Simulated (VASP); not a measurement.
Here is a VASP 6.6.1 calculation.

INCAR

```
PREC = Accurate ; ENCUT = 520
EDIFF = 1E-6 ; ISMEAR = 0
SIGMA = 0.05 ; LREAL = F
LASPH = T ; NELM = 80
ALGO = Normal ; ISIF = 2
LWAVE = F ; LCHARG = F
GGA = PE ; NBANDS = 16
```

File KPOINTS:

```
regular mesh
0
Gamma
  9 9 6
```

Contents of POSCAR:

```
MgO
1.0
    3.5209170554      0.0000000000      0.0000000000
   -1.7604585277      3.0492036146      0.0000000000
    0.0000000000      0.0000000000      4.2386600512
Mg O
2 2
Direct
    0.6666666667      0.3333333333      0.7500000000
    0.3333333333      0.6666666667      0.2500000000
    0.6666666667      0.3333333333      0.2500000000
    0.3333333333      0.6666666667      0.7500000000
```

Potentials or basis: VASP PAW PBE potentials, release 64 (Mg, O).

The run is started by

```bash
$ cat potpaw_PBE.64/Mg/POTCAR potpaw_PBE.64/O/POTCAR > POTCAR
$ mpirun -np 1 vasp_std > vasp.out
```

Predict the band gap on the k mesh.

3.26 eV, direct.

What does it give for the pressure?

-0.6 GPa.

Stress tensor (GPa, compression positive):
```
-0.54  0.00  0.00
 0.00 -0.54  0.00
 0.00  0.00 -0.69
```

PBE gaps usually lie below the measured ones, often by a third to a half.
